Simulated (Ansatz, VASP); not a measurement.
## RbTlS in VASP and in Ansatz

```
CELL_PARAMETERS angstrom
5.12681 0.00000 0.00000
-2.56341 4.43995 0.00000
0.00000 0.00000 4.73950
ATOMIC_POSITIONS crystal
Rb 0.33333 0.66667 0.00000
Tl 0.66667 0.33333 0.50000
S 0.00000 0.00000 0.50000
```

Change from the starting cell: species swapped into the ErCuGe type (P-6m2, No. 187).

Alike in both runs: functional PBE; k mesh 3 × 3 × 3; occupations gaussian, width 0.15 eV; no spin polarisation.

Ansatz relaxed the structure, and its values are those at the end. VASP's run is a single point on that final structure, the one shown.

|  | VASP | Ansatz |
| --- | --- | --- |
| version | VASP 6.6.1 | Ansatz 0.2.0 |
| potentials or method | VASP PAW PBE potentials, release 64 (Rb_sv, Tl_d, S), cutoff 500 eV | scalar-relativistic, plane waves, PAW |
| valence electrons in the cell | 28 | 28 |

|  | VASP | Ansatz | Ansatz less VASP |
| --- | --- | --- | --- |
| gap on the k mesh at the Fermi level (eV) | 0.66 | 0.66 | +0.002 |
| least direct gap on the mesh (eV) | 0.66 | 0.66 | +0.002 |
| pressure (GPa) | 0.0 | 0.0 | +0.02 |

With one functional, cell and mesh, what is left measures potentials, basis and numerics.

The k mesh is coarse, so the values compare programs but aren't converged. Spin-orbit coupling is off throughout.
